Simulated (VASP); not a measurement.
# AlNi2 (P-3m1) in VASP: notebook

AlNi2 is run at these levels: PBEsol; tasks: single point.

Program: VASP 6.6.1. These are calculated values, not measurements. Logs are shortened: lines on timing, memory, paths and dates and some standing lists are left out, and cuts for length are marked.

### Step 1. The cell of the first run

It takes space group P-3m1 (No. 164, trigonal). The conventional cell has a = 3.975 Å, b = 3.975 Å, c = 4.906 Å, α = 90.00°, β = 90.00°, γ = 120.00°. Al (site symmetry 3m) has 11 Ni at 2.37 to 2.83 Å and 3 Al at 2.80 Å within 3.1 Å. Within 3.1 Å of Ni (site symmetry 3m) lie 5 Al at 2.37 to 2.53 Å and 9 Ni at 2.41 to 2.88 Å. Ni (site symmetry -3m) has 8 Ni at 2.41 to 2.45 Å and 6 Al at 2.83 Å within 3.2 Å. Ni (site symmetry -3m) has 6 Al at 2.43 Å and 8 Ni at 2.45 to 2.88 Å within 3.2 Å.

### Step 2. Single point, PBEsol (atoms displaced along a vibrational mode)

The input, INCAR:

```
PREC = Accurate
ENCUT = 520
EDIFF = 1E-6
ISMEAR = 0
SIGMA = 0.15
LREAL = False
LASPH = True
NELM = 100
ALGO = Fast
ISIF = 2
LWAVE = False
LCHARG = False
GGA = PS
NBANDS = 32
```

The input, KPOINTS:

```
regular mesh
0
Gamma
  12 12 10
```

The input, POSCAR:

```
AlNi2
1.0
    3.9748989536      0.0000000000      0.0000000000
   -1.9874494768      3.4423634713      0.0000000000
    0.0000000000      0.0000000000      4.9060444288
Al Ni
2 4
Direct
    0.3333333333      0.6666666667      0.1634014693
    0.6666666667      0.3333333333      0.8365985307
    0.3333333333      0.6666666667      0.6467712271
    0.6666666667      0.3333333333      0.3532287729
    0.0000000000      0.0000000000      0.5000000000
    0.0000000000      0.0000000000      0.0000000000
```

Potentials or basis: VASP PAW PBE potentials, release 64 (Al, Ni).

The run is started by

```console
$ cat potpaw_PBE.64/Al/POTCAR potpaw_PBE.64/Ni/POTCAR > POTCAR
$ mpirun -np 1 vasp_std > vasp.out
```

OUTCAR:

```text
PREC = Accurate
   ENCUT = 520
   EDIFF = 1E-6
   ISMEAR = 0
   LREAL = False
   LASPH = True
   NELM = 100
   ISIF = 2
   GGA = PS

 ion  position               nearest neighbor table
   1  0.333  0.667  0.163-   3 2.37   6 2.43   6 2.43   6 2.43   4 2.48   4 2.48   4 2.48   3 2.53
                             2 2.80   2 2.80   2 2.80   5 2.83   5 2.83   5 2.83
   2  0.667  0.333  0.837-   4 2.37   6 2.43   6 2.43   6 2.43   3 2.48   3 2.48   3 2.48   4 2.53
                             1 2.80   1 2.80   1 2.80   5 2.83   5 2.83   5 2.83
   3  0.333  0.667  0.647-   1 2.37   5 2.41   5 2.41   5 2.41   2 2.48   2 2.48   2 2.48   1 2.53
                             4 2.71   4 2.71   4 2.71   6 2.88   6 2.88   6 2.88
   4  0.667  0.333  0.353-   2 2.37   5 2.41   5 2.41   5 2.41   1 2.48   1 2.48   1 2.48   2 2.53
                             3 2.71   3 2.71   3 2.71   6 2.88   6 2.88   6 2.88
   5  0.000  0.000  0.500-   3 2.41   4 2.41   4 2.41   3 2.41   4 2.41   3 2.41   6 2.45   6 2.45
                             1 2.83   2 2.83   1 2.83   2 2.83   2 2.83   1 2.83
   6  0.000  0.000  0.000-   1 2.43   2 2.43   2 2.43   1 2.43   2 2.43   1 2.43   5 2.45   5 2.45
                             3 2.88   4 2.88   4 2.88   3 2.88   3 2.88   4 2.88

  LATTYP: Found a hexagonal cell.
 ALAT       =     3.9748989536
 C/A-ratio  =     1.2342563889

  Lattice vectors:

 A1 = (   3.9748989536,   0.0000000000,   0.0000000000)
 A2 = (  -1.9874494768,   3.4423634713,   0.0000000000)
 A3 = (   0.0000000000,   0.0000000000,   4.9060444288)

Analysis of symmetry for initial positions (statically):
=====================================================================
 Subroutine PRICEL returns:
 Original cell was already a primitive cell.

 Routine SETGRP: Setting up the symmetry group for a
 hexagonal supercell.

 Subroutine GETGRP returns: Found 12 space group operations
 (whereof 12 operations were pure point group operations)
 out of a pool of 24 trial point group operations.

The static configuration has the point symmetry D_3d.

Analysis of symmetry for dynamics (positions and initial velocities):
=====================================================================
 Subroutine PRICEL returns:
 Original cell was already a primitive cell.

 Routine SETGRP: Setting up the symmetry group for a
 hexagonal supercell.

 Subroutine GETGRP returns: Found 12 space group operations
 (whereof 12 operations were pure point group operations)
 out of a pool of 24 trial point group operations.

The dynamic configuration has the point symmetry D_3d.

 Subroutine INISYM returns: Found 12 space group operations
 (whereof 12 operations are pure point group operations),
 and found     1 'primitive' translations
[... 105 lines left out ...]
   EDIFFG = 0.1E-04   stopping-criterion for IOM
   NSW    =      0    number of steps for IOM
   IBRION =     -1    ionic relax: 0-MD 1-quasi-New 2-CG
   NFREE  =      0    steps in history (QN), initial steepest desc. (CG)
   ISIF   =      2    stress and relaxation
   ISYM   =      2    0-nonsym 1-usesym 2-fastsym
   POTIM  = 0.5000    time-step for ionic-motion
   TEBEG  =    0.0;   TEEND  =   0.0 temperature during run
   PSTRESS=    0.0 pullay stress
   NELECT =      46.0000    total number of electrons
   NUPDOWN=      -1.0000    fix difference up-down
   EMIN   =  10.00;   EMAX   =-10.00  energy-range for DOS
   EFERMI =   0.00;   METHOD = LEGACY
   ISMEAR =     0;   SIGMA  =   0.15  broadening in eV -4-tet -1-fermi 0-gaus
   EFERMI_NEDOS =   21; number of points for ismear=-14 and -15
   IALGO  =     68    algorithm
   IMIX   =      4    mixing-type and parameters
     AMIX     =   0.40;   BMIX     =  1.00
     AMIX_MAG =   1.60;   BMIX_MAG =  1.00
  volume/ion in A,a.u.               =      11.19        75.50
  Fermi-wavevector in a.u.,A,eV,Ry     =   1.443298  2.727438 28.342420  2.083109
  Thomas-Fermi vector in A             =   2.561721
   LORBIT       =      0    0 simple, 1 ext, 2 COOP (PROOUT), +10 PAW based schemes
   GGA     = PS    functional components
   LHFCALC =     F    Hartree Fock is set to
   AEXX    =    0.0000 exact exchange contribution
   IVDW    =     0    specifies the selected vdW correction
   LEPSILON=     F    determine dielectric tensor
   LRPA    =     F    only Hartree local field effects (RPA)
 non-spin polarized calculation
 RMM-DIIS sequential band-by-band and
 Gauss-broadening in eV      SIGMA  =   0.15
  energy-cutoff  :      520.00
  volume of cell :       67.13
 maximum number of plane-waves:      1827
 NGX is ok and might be reduce to    30
   NGX = 15   NGY = 15   NGZ = 19

 number of electron      46.0000020 magnetization

 Free energy of the ion-electron system (eV)
  ---------------------------------------------------
  ext. energy  EPLUGINS =         0.00000000
  ---------------------------------------------------
  free energy    TOTEN  =       -35.60417825 eV

  energy without entropy =      -35.56031519  energy(sigma->0) =      -35.58224672

 E-fermi :  10.0214     XC(G=0): -12.7439

 val. band max:       10.0198531335   @ k =   0.4167   0.0000   0.5000
 cond. band min:      10.0255991751   @ k =   0.3333   0.0000   0.3000
 fundamental gap:      0.0057460416
 Fermi energy:        10.0213988905

 k-point     1 :       0.0000    0.0000    0.0000
  band No.  band energies     occupation
      1      -0.6998      2.00000
      2       4.7064      2.00000
      3       4.8543      2.00000
      4       6.1994      2.00000
      5       6.1994      2.00000
      6       6.6251      2.00000
[... 829 lines left out ...]
     31      16.6787      0.00000
     32      16.8962      0.00000

 [... further k-points ...]
[... 5 lines left out ...]
  --------------------------------------------------------------------------------------
  -------------------------------------------------------------------------------------
  Total        0.6195166      0.6195166     -0.0207258      0.0000000     -0.0000000      0.0000000
  in kB       14.7859508     14.7859508     -0.4946618      0.0000000     -0.0000000      0.0000000
  external PRESSURE =       9.6924133 kB  Pullay stress =       0.0000000 kB

 VOLUME and BASIS-vectors are now :
 -----------------------------------------------------------------------------
  energy-cutoff  :      520.00
  volume of cell :       67.13
      direct lattice vectors                 reciprocal lattice vectors
     3.974898954  0.000000000  0.000000000     0.251578722  0.145249043  0.000000000
    -1.987449477  3.442363471  0.000000000     0.000000000  0.290498086  0.000000000
     0.000000000  0.000000000  4.906044429     0.000000000  0.000000000  0.203830197

 POSITION                                       TOTAL-FORCE (eV/Angst)
 -----------------------------------------------------------------------------------
     -0.00000      2.29491      0.80165         0.000000      0.000000      0.500003
      1.98745      1.14745      4.10439         0.000000     -0.000000     -0.500003
     -0.00000      2.29491      3.17309         0.000000      0.000000      0.929059
      1.98745      1.14745      1.73296        -0.000000     -0.000000     -0.929059
      0.00000      0.00000      2.45302         0.000000      0.000000      0.000000
      0.00000      0.00000      0.00000         0.000000      0.000000      0.000000
 -----------------------------------------------------------------------------------
    total drift:                                0.000000     -0.000000      0.000000

  FREE ENERGIE OF THE ION-ELECTRON SYSTEM (eV)
  ---------------------------------------------------
  free  energy   TOTEN  =       -35.6041782451 eV

  energy  without entropy=      -35.5603151875  energy(sigma->0) =      -35.58224672
```

OSZICAR:

```text
N       E                     dE             d eps       ncg     rms          rms(c)
DAV:   1     0.288543246293E+03    0.28854E+03   -0.19798E+04 10408   0.181E+03
DAV:   2    -0.228384428834E+02   -0.31138E+03   -0.29551E+03 10376   0.352E+02
DAV:   3    -0.411001486963E+02   -0.18262E+02   -0.17307E+02 11968   0.114E+02
DAV:   4    -0.414272624650E+02   -0.32711E+00   -0.32658E+00 12424   0.141E+01
DAV:   5    -0.414389894099E+02   -0.11727E-01   -0.11726E-01 13176   0.234E+00    0.236E+01
RMM:   6    -0.436420804696E+02   -0.22031E+01   -0.79190E+01 11401   0.906E+01    0.262E+01
RMM:   7    -0.358900143382E+02    0.77521E+01   -0.22184E+01 10382   0.509E+01    0.656E+00
RMM:   8    -0.366055665718E+02   -0.71555E+00   -0.20103E+00 10777   0.130E+01    0.121E+01
RMM:   9    -0.356540094231E+02    0.95156E+00   -0.86761E-01 10931   0.955E+00    0.175E+00
RMM:  10    -0.356296300219E+02    0.24379E-01   -0.10001E-01 11386   0.257E+00    0.167E+00
RMM:  11    -0.356082931049E+02    0.21337E-01   -0.30998E-02 11489   0.171E+00    0.616E-01
RMM:  12    -0.356040910838E+02    0.42020E-02   -0.10390E-02 11754   0.737E-01    0.198E-01
RMM:  13    -0.356041580164E+02   -0.66933E-04   -0.27363E-03 12427   0.416E-01    0.137E-01
RMM:  14    -0.356041493795E+02    0.86368E-05   -0.88622E-04 12818   0.200E-01    0.451E-02
RMM:  15    -0.356041731822E+02   -0.23803E-04   -0.27514E-04 12009   0.146E-01    0.375E-02
RMM:  16    -0.356041756324E+02   -0.24502E-05   -0.14363E-04 13666   0.798E-02    0.154E-02
RMM:  17    -0.356041782872E+02   -0.26548E-05   -0.38806E-05 13843   0.318E-02    0.574E-03
RMM:  18    -0.356041782451E+02    0.42040E-07   -0.24929E-06  7165   0.112E-02
   1 F= -.35604178E+02 E0= -.35582247E+02  d E =-.438631E-01
```

stdout:

```text
POSCAR found type information on POSCAR AlNi
 POSCAR found :  2 types and       6 ions
 scaLAPACK will be used
 -----------------------------------------------------------------------------
|                                                                             |
|                                                                             |
|     You enforced a specific xc type in the INCAR file but a different       |
|     I HOPE YOU KNOW WHAT YOU ARE DOING!                                     |
|                                                                             |
 -----------------------------------------------------------------------------

 LDA part: xc-table for (Slater+PW92), standard interpolation
 POSCAR, INCAR and KPOINTS ok, starting setup
 FFT: planning ... GRIDC
 FFT: planning ... GRID_SOFT
 FFT: planning ... GRID
 WAVECAR not read
 entering main loop
```

Run time: 3.2 min. Hardware: 1 thread of Intel Xeon 6975P-C (Granite Rapids), shared host; peak memory 0.38 GiB.

What came out:

| Item | Value |
| --- | --- |
| Free energy | -35.6042 eV |
| Pressure | 1.0 GPa |
| Largest force | 0.929 eV/Å |
| Band gap on the k mesh | zero (bands 23 and 24 overlap by 3.86 eV) |

Forces on the atoms (eV/Å):
```
Al   0.000  0.000  0.500
Al   0.000  0.000 -0.500
Ni   0.000  0.000  0.929
Ni   0.000  0.000 -0.929
Ni   0.000  0.000  0.000
Ni   0.000  0.000  0.000
```

Caveat: the cell differs from its parent crystal (atoms displaced along a vibrational mode); the PAW data sets were made with another functional, which shifts forces and pressure a little. Spin polarisation is off, so any magnetic state and its effect on volume and gap are missing.

### Step 3. Single point, PBEsol (atoms displaced along a vibrational mode)

The input, INCAR:

```
SYSTEM = AlNi2
  PREC = Accurate
  ENCUT = 520
  EDIFF = 1E-6
  ISMEAR = 0
  SIGMA = 0.15
  LREAL = .FALSE.
  LASPH = .TRUE.
  NELM = 100
  ALGO = Fast
  ISIF = 2
  LWAVE = .FALSE.
  LCHARG = .TRUE.
  GGA = PS
  LELF = .TRUE.
  LVHAR = .TRUE.
  NBANDS = 32
```

The input, KPOINTS:

```
Automatic mesh
0
G
  12 12 10
  0 0 0
```

The input, POSCAR:

```
AlNi2
1.0
    3.9748989536      0.0000000000      0.0000000000
   -1.9874494768      3.4423634713      0.0000000000
    0.0000000000      0.0000000000      4.9060444288
Al Ni
2 4
Direct
    0.3333333333      0.6666666667      0.2144619079
    0.6666666667      0.3333333333      0.7855380921
    0.3333333333      0.6666666667      0.7181117959
    0.6666666667      0.3333333333      0.2818882041
    0.0000000000      0.0000000000      0.5000000000
    0.0000000000      0.0000000000      0.0000000000
```

Potentials or basis: VASP PAW PBE potentials, release 64 (Al, Ni).

The run is started by

```console
$ cat potpaw_PBE.64/Al/POTCAR potpaw_PBE.64/Ni/POTCAR > POTCAR
$ mpirun -np 1 vasp_std > vasp.out
```

Wall time 3.3 min (1 thread of Intel Xeon 6975P-C (Granite Rapids), shared host); peak memory 0.38 GiB.

The run converged. Its results:

```
Free energy            : -35.7598 eV
Pressure               : 1.0 GPa
Largest force          : 0.387 eV/Å
Band gap on the k mesh : zero (bands 23 and 24 overlap by 4.71 eV)
```

Forces on the atoms (eV/Å):
```
Al   0.000  0.000  0.019
Al   0.000  0.000 -0.019
Ni   0.000  0.000 -0.387
Ni   0.000  0.000  0.387
Ni   0.000  0.000  0.000
Ni   0.000  0.000  0.000
```

Levels at points of the mesh, in eV from the Fermi level:
| k point | band 19 | band 20 | band 21 | band 22 | band 23 | band 24 | band 25 | band 26 | band 27 | band 28 |
| --- | --- | --- | --- | --- | --- | --- | --- | --- | --- | --- |
| (0.00, 0.00, 0.00) | -0.74 | -0.74 | -0.40 | -0.40 | 0.69 | 3.32 | 3.32 | 3.96 | 3.96 | 5.01 |
| (0.50, 0.00, 0.00) | -1.03 | -0.90 | -0.85 | -0.68 | -0.44 | -0.25 | 0.46 | 2.25 | 3.35 | 3.93 |
| (0.00, 0.00, 0.50) | -0.76 | -0.76 | -0.73 | -0.73 | 4.27 | 4.27 | 4.30 | 4.30 | 4.38 | 5.34 |
| (0.50, 0.00, 0.50) | -1.05 | -1.04 | -1.00 | -0.69 | -0.42 | -0.28 | 1.88 | 1.96 | 3.76 | 4.62 |

Caveat: the cell differs from its parent crystal (atoms displaced along a vibrational mode); the PAW data sets were made with another functional, which shifts forces and pressure a little. Spin polarisation is off, so any magnetic state and its effect on volume and gap are missing.

### Step 4. Single point, PBEsol (atoms displaced along a vibrational mode)

The input, INCAR:

```
PREC     = Accurate       # precision mode
ENCUT    = 520            # plane-wave cutoff, eV
EDIFF    = 1E-6           # SCF threshold, eV
ISMEAR   = 0              # smearing method
SIGMA    = 0.15           # smearing width, eV
LREAL    = False          # projectors in reciprocal space
LASPH    = True           # aspherical terms in the spheres
NELM     = 80             # most SCF steps
ALGO     = Fast           # electronic algorithm
ISIF     = 2              # what is computed and relaxed
LWAVE    = False          # write WAVECAR
LCHARG   = False          # write CHGCAR
GGA      = PS             # functional
NBANDS   = 32             # bands
```

The input, KPOINTS:

```
Automatic mesh
0
Gamma
  12 12 10
```

The input, POSCAR:

```
AlNi2
1.0
    3.9748989536      0.0000000000      0.0000000000
   -1.9874494768      3.4423634713      0.0000000000
    0.0000000000      0.0000000000      4.9060444288
Al Ni
2 4
Direct
    0.3333333333      0.6666666667      0.1779901661
    0.6666666667      0.3333333333      0.8220098339
    0.3333333333      0.6666666667      0.6671542467
    0.6666666667      0.3333333333      0.3328457533
    0.0000000000      0.0000000000      0.5000000000
    0.0000000000      0.0000000000      0.0000000000
```

The run is started by

```console
$ cat potpaw_PBE.64/Al/POTCAR potpaw_PBE.64/Ni/POTCAR > POTCAR
$ mpirun -np 1 vasp_std > vasp.out
```

It took 3.2 min on 1 thread of Intel Xeon 6975P-C (Granite Rapids), shared host; peak memory 0.37 GiB.

Results (log left out):

| Quantity | Value |
| --- | --- |
| Free energy | -35.7853 eV |
| Pressure | 0.2 GPa |
| Largest force | 0.405 eV/Å |
| Band gap on the k mesh | zero (bands 23 and 24 overlap by 4.06 eV) |

Forces on the atoms (eV/Å):
```
Al   0.000  0.000  0.195
Al   0.000  0.000 -0.195
Ni   0.000  0.000  0.405
Ni   0.000  0.000 -0.405
Ni   0.000  0.000  0.000
Ni   0.000  0.000  0.000
```

Stress tensor (GPa, compression positive):
```
 0.37  0.00  0.00
 0.00  0.37  0.00
 0.00  0.00 -0.10
```

Levels at points of the mesh, in eV from the Fermi level:
| k point | band 20 | band 21 | band 22 | band 23 | band 24 | band 25 | band 26 | band 27 |
| --- | --- | --- | --- | --- | --- | --- | --- | --- |
| (0.00, 0.00, 0.00) | -0.67 | -0.59 | -0.59 | 0.71 | 3.02 | 3.02 | 3.78 | 3.78 |
| (0.50, 0.00, 0.00) | -0.77 | -0.67 | -0.65 | -0.54 | -0.32 | 1.21 | 1.59 | 3.34 |
| (0.00, 0.00, 0.50) | -0.74 | -0.68 | -0.68 | 3.72 | 3.81 | 3.81 | 4.24 | 4.24 |
| (0.50, 0.00, 0.50) | -0.95 | -0.65 | -0.64 | -0.31 | -0.28 | 1.63 | 1.66 | 3.16 |

Caveat: the cell differs from its parent crystal (atoms displaced along a vibrational mode); the PAW data sets were made with another functional, which shifts forces and pressure a little.

### Step 5. Single point, PBEsol (atoms displaced along a vibrational mode)

The input, INCAR:

```
SYSTEM = AlNi2
  PREC = Accurate
  ENCUT = 520
  EDIFF = 1E-7
  ISMEAR = 0
  SIGMA = 0.15
  LREAL = .False.
  LASPH = .True.
  NELM = 80
  ALGO = Fast
  ISIF = 2
  LWAVE = .False.
  LCHARG = .True.
  GGA = PS
  LELF = .True.
  LVHAR = .True.
  NBANDS = 32
```

The input, KPOINTS:

```
regular mesh
0
Gamma
  12 12 10
  0 0 0
```

The input, POSCAR:

```
AlNi2
1.0
    3.9748989536      0.0000000000      0.0000000000
   -1.9874494768      3.4423634713      0.0000000000
    0.0000000000      0.0000000000      4.9060444288
Al Ni
2 4
Direct
    0.3333333333      0.6666666667      0.1998732112
    0.6666666667      0.3333333333      0.8001267888
    0.3333333333      0.6666666667      0.6977287762
    0.6666666667      0.3333333333      0.3022712238
    0.0000000000      0.0000000000      0.5000000000
    0.0000000000      0.0000000000      0.0000000000
```

The run is started by

```console
$ cat potpaw_PBE.64/Al/POTCAR potpaw_PBE.64/Ni/POTCAR > POTCAR
$ mpirun -np 1 vasp_std > vasp.out
```

Run time: 3.7 min. Hardware: 1 thread of Intel Xeon 6975P-C (Granite Rapids), shared host; peak memory 0.37 GiB.

Results (log left out):

- Free energy: -35.8223 eV
- Pressure: 0.4 GPa
- Largest force: 0.182 eV/Å
- Band gap on the k mesh: zero (bands 23 and 24 overlap by 4.38 eV)

Forces in eV/Å, atoms in the order of the input:
```
Al   0.000  0.000 -0.035
Al   0.000  0.000  0.035
Ni   0.000  0.000 -0.182
Ni   0.000  0.000  0.182
Ni   0.000  0.000  0.000
Ni   0.000  0.000  0.000
```

Stress tensor (GPa, compression positive):
```
0.40 0.00 0.00
0.00 0.40 0.00
0.00 0.00 0.30
```

Levels at points of the mesh, in eV from the Fermi level:
```tsv
k point	band 21	band 22	band 23	band 24	band 25	band 26
(0.00, 0.00, 0.00)	-0.49	-0.49	0.69	3.22	3.22	3.90
(0.50, 0.00, 0.00)	-0.78	-0.64	-0.52	-0.29	0.79	1.95
(0.00, 0.00, 0.50)	-0.71	-0.71	4.04	4.13	4.13	4.27
(0.50, 0.00, 0.50)	-0.89	-0.65	-0.41	-0.27	1.76	1.89
```

Caveat: the cell differs from its parent crystal (atoms displaced along a vibrational mode); the PAW data sets were made with another functional, which shifts forces and pressure a little.

### Step 6. The runs side by side

```tsv
cell	further INCAR settings	gap on the mesh (eV)	pressure (GPa)	largest force (eV/Å)
as given, atomic positions A	ALGO = Fast; EDIFF = 1e-06; NBANDS = 32	none	1.0	0.93
as given, atomic positions B	ALGO = Fast; EDIFF = 1e-06; NBANDS = 32	none	1.0	0.39
as given, atomic positions C	ALGO = Fast; EDIFF = 1e-06; NBANDS = 32	none	0.2	0.40
as given, atomic positions D	ALGO = Fast; EDIFF = 1e-07; NBANDS = 32	none	0.4	0.18
```

Alike in all rows: task single point; level PBEsol; potentials or basis VASP PAW PBE potentials, release 64 (Al, Ni); no spin polarisation; k mesh 12 × 12 × 10; cutoff (eV) 520; smearing gaussian 0.15 eV.

Caveats: the PAW data sets were made with another functional, which shifts forces and pressure a little.

Absolute energies hang on the potentials; compare differences alone.
